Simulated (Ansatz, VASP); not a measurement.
Te in VASP and in Ansatz

File INCAR:

```
SYSTEM = Te
PREC = Accurate ; ENCUT = 520
EDIFF = 1E-8 ; ISMEAR = -1
SIGMA = 0.05 ; LREAL = .FALSE.
LASPH = .TRUE. ; NELM = 100
ALGO = Normal ; ISIF = 2
LWAVE = .FALSE. ; LCHARG = .FALSE.
GGA = PE ; LEFG = .TRUE.
NBANDS = 16
```

The input KPOINTS:

```
regular mesh
0
G
  8 8 8
  0 0 0
```

The input POSCAR:

```
Te
1.0
    4.2898182317     -2.4024035783      0.0000000000
    4.2898182317      2.4024035783      0.0000000000
   -0.1321666442      0.0000000000      4.0094263667
Te
3
Direct
    0.6760000000      0.6760000000      0.6750000000
    0.3240000000      0.3240000000      0.3250000000
    0.0000000000      0.0000000000      0.0000000000
```

Input for Ansatz:

```yaml
crystal:
  lattice:
    - [4.2898182317, -2.4024035783, 0.0]
    - [4.2898182317, 2.4024035783, 0.0]
    - [-0.1321666442, 0.0, 4.0094263667]
  atoms:
    - { symbol: Te, position: [0.676, 0.676, 0.675] }
    - { symbol: Te, position: [0.324, 0.324, 0.325] }
    - { symbol: Te, position: [0.0, 0.0, 0.0] }
kpoints:
  mp_grid: { grid: [8, 8, 8] }
scf:
  occupations: { method: fermi_dirac, width: 0.05 }
hamiltonian:
  xc: pbe
  pseudopotentials: { kind: all_electron, datasets: crystal }
output:
  forces: true
  stress: true
  eigenvalues: true
  efg: { contact_densities: true }
```

Change from the starting cell: volume scaled by 1.04, crystal datasets.

Alike in both runs: task electric field gradients; functional PBE; k mesh 8 × 8 × 8; occupations fermi-dirac, width 0.05 eV; no spin polarisation.

```csv
,VASP,Ansatz
version,VASP 6.6.1,Ansatz 0.2.0
potentials or method,"VASP PAW PBE potentials, release 64 (Te), cutoff 520 eV","all-electron PAW with datasets made for the crystal, scalar-relativistic"
```

Ansatz gave:

```
pressure (GPa)                                                : 6.0
traceless stress, the component that is largest in VASP (GPa) : 1.44
rms of the force components (eV/Å)                            : 0.188
size of Vzz on the site where it differs most (V/Å²)          : 327.0
```

Task: What did VASP give for the same quantities?

Result: Pressure (GPa): 6.0; traceless stress, the component that is largest in VASP (GPa): 1.44; rms of the force components (eV/Å): 0.189; size of Vzz on the site where it differs most (V/Å²): 315.7.

Atom by atom the forces differ by 0.001 eV/Å (rms over components). Ansatz ran all-electron here, and VASP with PAW potentials.

Spin-orbit coupling is off throughout.
